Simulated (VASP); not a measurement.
Input of a VASP 6.6.1 run:

File INCAR:

```
PREC = Accurate ; ENCUT = 520
EDIFF = 1E-7 ; ISMEAR = 0
SIGMA = 0.1 ; LREAL = False
LASPH = True ; NELM = 80
ALGO = Normal ; ISIF = 2
LWAVE = False ; LCHARG = False
GGA = PE ; NBANDS = 22
```

File KPOINTS:

```
Automatic mesh
0
Gamma
  10 10 6
```

File POSCAR:

```
AlCrBN2
1.0
    3.5098804829      0.0000000000      0.0000000000
    0.0000000000      3.5098804829      0.0000000000
    0.0000000000      0.0000000000      6.2081718190
Al Cr B N
1 1 1 2
Direct
    0.0000000000      0.0000000000      0.5000000000
    0.5000000000      0.5000000000      0.5000000000
    0.5000000000      0.5000000000      0.0000000000
    0.5000000000      0.5000000000      0.7851803204
    0.5000000000      0.5000000000      0.2148196796
```

Potentials or basis: VASP PAW PBE potentials, release 64 (Al, Cr_pv, B, N).

The run is started by

```sh
$ cat potpaw_PBE.64/Al/POTCAR potpaw_PBE.64/Cr_pv/POTCAR potpaw_PBE.64/B/POTCAR potpaw_PBE.64/N/POTCAR > POTCAR
$ mpirun -np 1 vasp_std > vasp.out
```

Question: Estimate the largest force.

Answer: 0.027 eV/Å.

Question: Estimate the band gap on the k mesh.

Answer: Zero (bands 14 and 15 overlap by 0.45 eV).

Question: Estimate the pressure.

Answer: -0.2 GPa.

Stress tensor (GPa, compression positive):
```
-0.16  0.00  0.00
 0.00 -0.16  0.00
 0.00  0.00 -0.30
```

Caveat: the run has no spin polarisation, though such a crystal can be magnetic. With open d or f shells a metallic result of PBE can be an artefact of self-interaction; +U or a hybrid may open a gap.
